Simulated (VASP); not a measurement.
# Sc (P6_3/mmc) in VASP: further runs

Runs on Sc. Level: r2SCAN. Tasks: single point.

Everything below comes from runs of VASP 6.6.1. Logs are shortened: lines on timing, memory, paths and dates and some standing lists are left out, and cuts for length are marked.

## 1. The cell of the first run

The structure is hexagonal, space group P6_3/mmc (No. 194). Conventional cell: a = 3.353 Å, b = 3.353 Å, c = 5.343 Å, α = 90.00°, β = 90.00°, γ = 120.00°. Sc (site symmetry -6m2) has 12 Sc at 3.30 to 3.35 Å within 4.3 Å.

## 2. Single point, r2SCAN

Input file POSCAR:

```
Sc
1.0
    3.3525444672      0.0000000000      0.0000000000
   -1.6762722336      2.9033886140      0.0000000000
    0.0000000000      0.0000000000      5.3426934842
Sc
2
Direct
    0.3333333333      0.6666666667      0.2500000000
    0.6666666667      0.3333333333      0.7500000000
```

Input file INCAR.step1:

```
SYSTEM = Sc
PREC = Accurate ; ENCUT = 520
ISMEAR = -1 ; SIGMA = 0.1
LREAL = .False. ; LASPH = .True.
NELM = 100 ; NBANDS = 18
GGA = PE ; ALGO = Normal
EDIFF = 1E-4 ; LWAVE = .True.
LCHARG = .False.
```

Input file INCAR.step2:

```
SYSTEM = Sc
PREC = Accurate ; ENCUT = 520
EDIFF = 1E-7 ; ISMEAR = -1
SIGMA = 0.1 ; LREAL = .False.
LASPH = .True. ; NELM = 100
ALGO = Normal ; ISIF = 2
LWAVE = .False. ; LCHARG = .False.
METAGGA = R2SCAN ; LMIXTAU = .True.
NBANDS = 18 ; ISTART = 1
```

Input file KPOINTS:

```
regular mesh
0
Gamma
  10 10 6
  0 0 0
```

Potentials or basis: VASP PAW PBE potentials, release 64 (Sc_sv).

Run with:

```sh
$ cat potpaw_PBE.64/Sc_sv/POTCAR > POTCAR
$ cp INCAR.step1 INCAR
$ mpirun -np 1 vasp_std > vasp.out
$ cp INCAR.step2 INCAR
$ mpirun -np 1 vasp_std > vasp.out
```

OUTCAR:

```text
SYSTEM = Sc
   PREC = Accurate
   ENCUT = 520
   EDIFF = 1E-7
   ISMEAR = -1
   LREAL = .False.
   LASPH = .True.
   NELM = 100
   ISIF = 2
   METAGGA = R2SCAN
   ISTART = 1

 ion  position               nearest neighbor table
   1  0.333  0.667  0.250-   2 3.30   2 3.30   2 3.30   2 3.30   2 3.30   2 3.30
   2  0.667  0.333  0.750-   1 3.30   1 3.30   1 3.30   1 3.30   1 3.30   1 3.30

  LATTYP: Found a hexagonal cell.
 ALAT       =     3.3525444672
 C/A-ratio  =     1.5936234512

  Lattice vectors:

 A1 = (   3.3525444672,   0.0000000000,   0.0000000000)
 A2 = (  -1.6762722336,   2.9033886140,   0.0000000000)
 A3 = (   0.0000000000,   0.0000000000,   5.3426934842)

Analysis of symmetry for initial positions (statically):
=====================================================================
 Subroutine PRICEL returns:
 Original cell was already a primitive cell.

 Routine SETGRP: Setting up the symmetry group for a
 hexagonal supercell.

 Subroutine GETGRP returns: Found 24 space group operations
 (whereof 12 operations were pure point group operations)
 out of a pool of 24 trial point group operations.

The static configuration has the point symmetry D_3d.
 The point group associated with its full space group is D_6h.

Analysis of symmetry for dynamics (positions and initial velocities):
=====================================================================
 Subroutine PRICEL returns:
 Original cell was already a primitive cell.

 Routine SETGRP: Setting up the symmetry group for a
 hexagonal supercell.

 Subroutine GETGRP returns: Found 24 space group operations
 (whereof 12 operations were pure point group operations)
 out of a pool of 24 trial point group operations.

The dynamic configuration has the point symmetry D_3d.
 The point group associated with its full space group is D_6h.

 Subroutine INISYM returns: Found 24 space group operations
 (whereof 12 operations are pure point group operations),
 and found     1 'primitive' translations

----------------------------------------------------------------------------------------

                                     Primitive cell

  volume of cell :      52.0044

  direct lattice vectors                    reciprocal lattice vectors
     3.352544467  0.000000000  0.000000000     0.298280906  0.172212565  0.000000000
    -1.676272234  2.903388614  0.000000000     0.000000000  0.344425130  0.000000000
     0.000000000  0.000000000  5.342693484     0.000000000  0.000000000  0.187171509

  length of vectors
     3.352544467  3.352544414  5.342693484     0.344425124  0.344425130  0.187171509

  position of ions in fractional coordinates (direct lattice)
     0.333333333  0.666666667  0.250000000
     0.666666667  0.333333333  0.750000000

  ion indices of the primitive-cell ions
   primitive index   ion index
                 1           1
                 2           2

----------------------------------------------------------------------------------------

 KPOINTS: regular mesh

Automatic generation of k-mesh.
 Grid dimensions read from file:
 generate k-points for:   10   10    6

 Generating k-lattice:

  Cartesian coordinates                     Fractional coordinates (reciprocal lattice)
     0.029828091  0.017221256  0.000000000     0.100000000  0.000000000  0.000000000
     0.000000000  0.034442513  0.000000000     0.000000000  0.100000000  0.000000000
     0.000000000  0.000000000  0.031195251     0.000000000  0.000000000  0.166666667

  Length of vectors
     0.034442512  0.034442513  0.031195251

  Shift w.r.t. Gamma in fractional coordinates (k-lattice)
     0.000000000  0.000000000  0.000000000

 Subroutine IBZKPT returns following result:
 ===========================================

 Found     56 irreducible k-points:

 Following reciprocal coordinates:
            Coordinates               Weight
  0.000000  0.000000  0.000000      1.000000
  0.100000 -0.000000  0.000000      6.000000
  0.200000 -0.000000  0.000000      6.000000
  0.300000  0.000000  0.000000      6.000000
  0.400000 -0.000000  0.000000      6.000000
  0.500000 -0.000000  0.000000      3.000000
[... 16 lines left out ...]
  0.300000  0.100000  0.166667     24.000000
  0.400000  0.100000  0.166667     24.000000
 [... further k-points ...]
   k-points           NKPTS =     56   k-points in BZ     NKDIM =     56   number of bands    NBANDS=     18
   number of dos      NEDOS =    301   number of ions     NIONS =      2
   total plane-waves  NPLWV =  31360
   dimension x,y,z NGX =    28 NGY =   28 NGZ =   40
   dimension x,y,z NGXF=    56 NGYF=   56 NGZF=   80
   ions per type =               2
   NGX,Y,Z   is equivalent  to a cutoff of  13.88, 13.88, 12.45 a.u.
   NGXF,Y,Z  is equivalent  to a cutoff of  27.77, 27.77, 24.89 a.u.
 SYSTEM =  Sc
   PREC   = accura    normal or accurate (medium, high low for compatibility)
   ISTART =      1    job   : 0-new  1-cont  2-samecut
   ICHARG =      0    charge: 1-file 2-atom 10-const
   ISPIN  =      1    spin polarized calculation?
   LNONCOLLINEAR =      F non collinear calculations
   LSORBIT =      F    spin-orbit coupling
   LASPH  =      T    aspherical Exc in radial PAW
   ENCUT  =  520.0 eV  38.22 Ry    6.18 a.u.   6.23  6.23  9.93*2*pi/ulx,y,z
   NELM   =    100;   NELMIN=  2; NELMDL=  0     # of ELM steps
   EDIFF  = 0.1E-06   stopping-criterion for ELM
   LREAL  =      F    real-space projection
   EDIFFG = 0.1E-05   stopping-criterion for IOM
   NSW    =      0    number of steps for IOM
   IBRION =     -1    ionic relax: 0-MD 1-quasi-New 2-CG
   NFREE  =      0    steps in history (QN), initial steepest desc. (CG)
   ISIF   =      2    stress and relaxation
   ISYM   =      2    0-nonsym 1-usesym 2-fastsym
   POTIM  = 0.5000    time-step for ionic-motion
   TEBEG  =    0.0;   TEEND  =   0.0 temperature during run
   PSTRESS=    0.0 pullay stress
   NELECT =      22.0000    total number of electrons
   NUPDOWN=      -1.0000    fix difference up-down
   EMIN   =  10.00;   EMAX   =-10.00  energy-range for DOS
   EFERMI =   0.00;   METHOD = LEGACY
   ISMEAR =    -1;   SIGMA  =   0.10  broadening in eV -4-tet -1-fermi 0-gaus
   EFERMI_NEDOS =   21; number of points for ismear=-14 and -15
   IALGO  =     38    algorithm
   IMIX   =      4    mixing-type and parameters
     AMIX     =   0.40;   BMIX     =  1.00
     AMIX_MAG =   1.60;   BMIX_MAG =  1.00
  volume/ion in A,a.u.               =      26.00       175.47
  Fermi-wavevector in a.u.,A,eV,Ry     =   1.228954  2.322387 20.549269  1.510329
  Thomas-Fermi vector in A             =   2.363860
   LORBIT       =      0    0 simple, 1 ext, 2 COOP (PROOUT), +10 PAW based schemes
   METAGGA = R2SCAN    functional components
   LHFCALC =     F    Hartree Fock is set to
   AEXX    =    0.0000 exact exchange contribution
   IVDW    =     0    specifies the selected vdW correction
   LEPSILON=     F    determine dielectric tensor
   LRPA    =     F    only Hartree local field effects (RPA)
 non-spin polarized calculation
  energy-cutoff  :      520.00
  volume of cell :       52.00
 maximum number of plane-waves:      1418
 NGX is ok and might be reduce to    28
   NGX = 13   NGY = 13   NGZ = 19

 number of electron      22.0000005 magnetization

 Free energy of the ion-electron system (eV)
  ---------------------------------------------------
  ext. energy  EPLUGINS =         0.00000000
  ---------------------------------------------------
  free energy    TOTEN  =       -22.76278610 eV

  energy without entropy =      -22.63602117  energy(sigma->0) =      -22.69940364

 E-fermi :   3.4149     XC(G=0): -10.3780

 val. band max:        3.4137719749   @ k =   0.1000   0.1000   0.1667
 cond. band min:       3.4198421196   @ k =   0.2000   0.2000   0.0000
 fundamental gap:      0.0060701447
 Fermi energy:         3.4149464626

 k-point     1 :       0.0000    0.0000    0.0000
  band No.  band energies     occupation
      1     -48.2584      2.00000
      2     -48.2044      2.00000
      3     -26.0724      2.00000
      4     -25.7701      2.00000
      5     -25.7701      2.00000
      6     -25.7190      2.00000
[... 10 lines left out ...]
     17       5.9556      0.00000
     18       5.9556      0.00000

 k-point     2 :       0.1000   -0.0000    0.0000
  band No.  band energies     occupation
      1     -48.2544      2.00000
      2     -48.2028      2.00000
      3     -26.0612      2.00000
      4     -25.7930      2.00000
      5     -25.7777      2.00000
      6     -25.7429      2.00000
[... 10 lines left out ...]
     17       5.7790      0.00000
     18       5.8274      0.00000

 k-point     3 :       0.2000   -0.0000    0.0000
  band No.  band energies     occupation
      1     -48.2437      2.00000
      2     -48.1988      2.00000
      3     -26.0299      2.00000
      4     -25.8535      2.00000
      5     -25.8038      2.00000
      6     -25.7968      2.00000
[... 10 lines left out ...]
     17       5.9009      0.00000
     18       6.1125      0.00000

 k-point     4 :       0.3000    0.0000    0.0000
  band No.  band energies     occupation
      1     -48.2296      2.00000
      2     -48.1948      2.00000
      3     -25.9854      2.00000
      4     -25.9294      2.00000
      5     -25.8763      2.00000
      6     -25.8195      2.00000
[... 375 lines left out ...]
      4     -25.8828      2.00000
      5     -25.8655      2.00000
      6     -25.8075      2.00000
[... 10 lines left out ...]
     17       6.3377      0.00000
     18       6.5474      0.00000

 k-point    23 :       0.3000    0.1000    0.1667
  band No.  band energies     occupation
      1     -48.2191      2.00000
      2     -48.1952      2.00000
      3     -25.9932      2.00000
      4     -25.9372      2.00000
      5     -25.8977      2.00000
      6     -25.8337      2.00000
[... 10 lines left out ...]
     17       6.9388      0.00000
     18       6.9953      0.00000

 k-point    24 :       0.4000    0.1000    0.1667
  band No.  band energies     occupation
      1     -48.2097      2.00000
      2     -48.1944      2.00000
      3     -26.0186      2.00000
      4     -25.9642      2.00000
      5     -25.8910      2.00000
      6     -25.8451      2.00000
[... 10 lines left out ...]
     17       7.1753      0.00000
     18       7.3372      0.00000

 [... further k-points ...]

------------------------ aborting loop because EDIFF is reached ----------------------------------------

  FORCE on cell =-STRESS in cart. coord.  units (eV):
  Direction    XX          YY          ZZ          XY          YZ          ZX
  --------------------------------------------------------------------------------------
  -------------------------------------------------------------------------------------
  Total       -0.4789904     -0.4789904     -0.7936952      0.0000000     -0.0000000      0.0000000
  in kB      -14.7569774    -14.7569767    -24.4525607      0.0000000     -0.0000000      0.0000000
  external PRESSURE =     -17.9888383 kB  Pullay stress =       0.0000000 kB

 VOLUME and BASIS-vectors are now :
 -----------------------------------------------------------------------------
  energy-cutoff  :      520.00
  volume of cell :       52.00
      direct lattice vectors                 reciprocal lattice vectors
     3.352544467  0.000000000  0.000000000     0.298280906  0.172212565  0.000000000
    -1.676272234  2.903388614  0.000000000     0.000000000  0.344425130  0.000000000
     0.000000000  0.000000000  5.342693484     0.000000000  0.000000000  0.187171509

 POSITION                                       TOTAL-FORCE (eV/Angst)
 -----------------------------------------------------------------------------------
     -0.00000      1.93559      1.33567        -0.000000      0.000000      0.000000
      1.67627      0.96780      4.00702         0.000000     -0.000000      0.000000
 -----------------------------------------------------------------------------------
    total drift:                               -0.000000      0.000000     -0.000000

  FREE ENERGIE OF THE ION-ELECTRON SYSTEM (eV)
  ---------------------------------------------------
  free  energy   TOTEN  =       -22.7627861035 eV

  energy  without entropy=      -22.6360211692  energy(sigma->0) =      -22.69940364
```

It took 2.6 min on 1 thread of AMD EPYC 9R45 (Zen 5), shared host; peak memory 0.17 GiB.

Results:

```
Free energy            : -22.7628 eV
Pressure               : -1.8 GPa
Band gap on the k mesh : zero (bands 11 and 12 overlap by 1.41 eV)
```

Caveat: the PAW data sets were made with another functional, which shifts forces and pressure a little.

## 3. Single point, r2SCAN

This run uses another cell than the first one, of 26.50 Å³/atom.

Input file POSCAR:

```
Sc
1.0
    3.3738988294      0.0000000000      0.0000000000
   -1.6869494147      2.9218820337      0.0000000000
    0.0000000000      0.0000000000      5.3767242965
Sc
2
Direct
    0.3333333333      0.6666666667      0.2500000000
    0.6666666667      0.3333333333      0.7500000000
```

Input file INCAR.step1:

```
SYSTEM = Sc
  PREC = Accurate
  ENCUT = 520
  ISMEAR = -1
  SIGMA = 0.1
  LREAL = .FALSE.
  LASPH = .TRUE.
  NELM = 60
  NBANDS = 18
  GGA = PE
  ALGO = Normal
  EDIFF = 1E-4
  LWAVE = .TRUE.
  LCHARG = .FALSE.
```

Input file INCAR.step2:

```
SYSTEM = Sc
  PREC = Accurate
  ENCUT = 520
  EDIFF = 1E-6
  ISMEAR = -1
  SIGMA = 0.1
  LREAL = .FALSE.
  LASPH = .TRUE.
  NELM = 60
  ALGO = Normal
  ISIF = 2
  LWAVE = .FALSE.
  LCHARG = .FALSE.
  METAGGA = R2SCAN
  LMIXTAU = .TRUE.
  NBANDS = 18
  ISTART = 1
```

Input file KPOINTS:

```
regular mesh
0
G
  10 10 6
  0 0 0
```

Potentials or basis: VASP PAW PBE potentials, release 64 (Sc_sv).

Run with:

```sh
$ cat potpaw_PBE.64/Sc_sv/POTCAR > POTCAR
$ cp INCAR.step1 INCAR
$ mpirun -np 1 vasp_std > vasp.out
$ cp INCAR.step2 INCAR
$ mpirun -np 1 vasp_std > vasp.out
```

OUTCAR:

```text
SYSTEM = Sc
   PREC = Accurate
   ENCUT = 520
   EDIFF = 1E-6
   ISMEAR = -1
   LREAL = .FALSE.
   LASPH = .TRUE.
   NELM = 60
   ISIF = 2
   METAGGA = R2SCAN
   ISTART = 1

 ion  position               nearest neighbor table
   1  0.333  0.667  0.250-   2 3.32   2 3.32   2 3.32   2 3.32   2 3.32   2 3.32
   2  0.667  0.333  0.750-   1 3.32   1 3.32   1 3.32   1 3.32   1 3.32   1 3.32

  LATTYP: Found a hexagonal cell.
 ALAT       =     3.3738988294
 C/A-ratio  =     1.5936234512

  Lattice vectors:

 A1 = (   3.3738988294,   0.0000000000,   0.0000000000)
 A2 = (  -1.6869494147,   2.9218820337,   0.0000000000)
 A3 = (   0.0000000000,   0.0000000000,   5.3767242965)

Analysis of symmetry for initial positions (statically):
=====================================================================
 Subroutine PRICEL returns:
 Original cell was already a primitive cell.

 Routine SETGRP: Setting up the symmetry group for a
 hexagonal supercell.

 Subroutine GETGRP returns: Found 24 space group operations
 (whereof 12 operations were pure point group operations)
[... 162 lines left out ...]
  free energy    TOTEN  =       -22.74891536 eV

  energy without entropy =      -22.62036829  energy(sigma->0) =      -22.68464182

 E-fermi :   3.3076     XC(G=0): -10.2980

 val. band max:        3.3072231023   @ k =   0.5000  -0.0000   0.5000
 cond. band min:       3.3111306534   @ k =   0.3000   0.2000   0.3333
 fundamental gap:      0.0039075511
 Fermi energy:         3.3075795884

 k-point     1 :       0.0000    0.0000    0.0000
  band No.  band energies     occupation
      1     -48.4219      2.00000
      2     -48.3721      2.00000
      3     -26.2210      2.00000
      4     -25.9387      2.00000
      5     -25.9387      2.00000
      6     -25.8905      2.00000
[... 481 lines left out ...]
      5     -26.0515      2.00000
      6     -26.0087      2.00000
[... 10 lines left out ...]
     17       6.9882      0.00000
     18       7.1455      0.00000

 [... further k-points ...]

------------------------ aborting loop because EDIFF is reached ----------------------------------------

  FORCE on cell =-STRESS in cart. coord.  units (eV):
  Direction    XX          YY          ZZ          XY          YZ          ZX
  --------------------------------------------------------------------------------------
  -------------------------------------------------------------------------------------
  Total       -0.8015357     -0.8015357     -1.0855250      0.0000000      0.0000000      0.0000000
  in kB      -24.2281897    -24.2281887    -32.8123945      0.0000000      0.0000000      0.0000000
  external PRESSURE =     -27.0895910 kB  Pullay stress =       0.0000000 kB

 VOLUME and BASIS-vectors are now :
 -----------------------------------------------------------------------------
  energy-cutoff  :      520.00
  volume of cell :       53.00
      direct lattice vectors                 reciprocal lattice vectors
     3.373898829  0.000000000  0.000000000     0.296393001  0.171122583  0.000000000
    -1.686949415  2.921882034  0.000000000     0.000000000  0.342245165  0.000000000
     0.000000000  0.000000000  5.376724296     0.000000000  0.000000000  0.185986847

 POSITION                                       TOTAL-FORCE (eV/Angst)
 -----------------------------------------------------------------------------------
     -0.00000      1.94792      1.34418         0.000000      0.000000      0.000000
      1.68695      0.97396      4.03254        -0.000000     -0.000000      0.000000
 -----------------------------------------------------------------------------------
    total drift:                               -0.000000      0.000000     -0.000000

  FREE ENERGIE OF THE ION-ELECTRON SYSTEM (eV)
  ---------------------------------------------------
  free  energy   TOTEN  =       -22.7489153609 eV

  energy  without entropy=      -22.6203682856  energy(sigma->0) =      -22.68464182
```

OUTCAR.step1:

```text
SYSTEM = Sc
   PREC = Accurate
   ENCUT = 520
   ISMEAR = -1
   LREAL = .FALSE.
   LASPH = .TRUE.
[... 728 lines left out ...]
     -0.00000      1.94792      1.34418         0.000000     -0.000000      0.000000
      1.68695      0.97396      4.03254        -0.000000      0.000000      0.000000
 -----------------------------------------------------------------------------------
    total drift:                               -0.000000      0.000000     -0.000000

  FREE ENERGIE OF THE ION-ELECTRON SYSTEM (eV)
  ---------------------------------------------------
  free  energy   TOTEN  =       -12.5249193690 eV

  energy  without entropy=      -12.3883513637  energy(sigma->0) =      -12.45663537
```

OSZICAR.step1:

```text
N       E                     dE             d eps       ncg     rms          rms(c)
DAV:   1     0.358889129332E+03    0.35889E+03   -0.10947E+04  2032   0.128E+03
DAV:   2     0.641975330841E+01   -0.35247E+03   -0.34539E+03  2448   0.532E+02
DAV:   3    -0.136458730618E+02   -0.20066E+02   -0.19248E+02  3308   0.154E+02
DAV:   4    -0.140472951062E+02   -0.40142E+00   -0.39974E+00  3066   0.209E+01
DAV:   5    -0.140515575313E+02   -0.42624E-02   -0.42604E-02  3434   0.234E+00    0.718E+00
DAV:   6    -0.126972556107E+02    0.13543E+01   -0.31910E+00  2664   0.191E+01    0.211E+00
DAV:   7    -0.125373008815E+02    0.15995E+00   -0.77282E-01  2732   0.845E+00    0.934E-01
DAV:   8    -0.125276905550E+02    0.96103E-02   -0.46938E-02  2712   0.267E+00    0.308E-01
DAV:   9    -0.125249002463E+02    0.27903E-02   -0.15588E-02  2730   0.123E+00    0.243E-02
DAV:  10    -0.125249193690E+02   -0.19123E-04   -0.14033E-04  1968   0.186E-01
   1 F= -.12524919E+02 E0= -.12456635E+02  d E =-.136568E+00
```

Run time: 2.1 min. Hardware: 1 thread of AMD EPYC 9R45 (Zen 5), shared host; peak memory 0.17 GiB.

Results:

| Quantity | Value |
| --- | --- |
| Free energy | -22.7489 eV |
| Pressure | -2.7 GPa |
| Band gap on the k mesh | zero (bands 11 and 12 overlap by 1.39 eV) |

Caveat: the PAW data sets were made with another functional, which shifts forces and pressure a little.
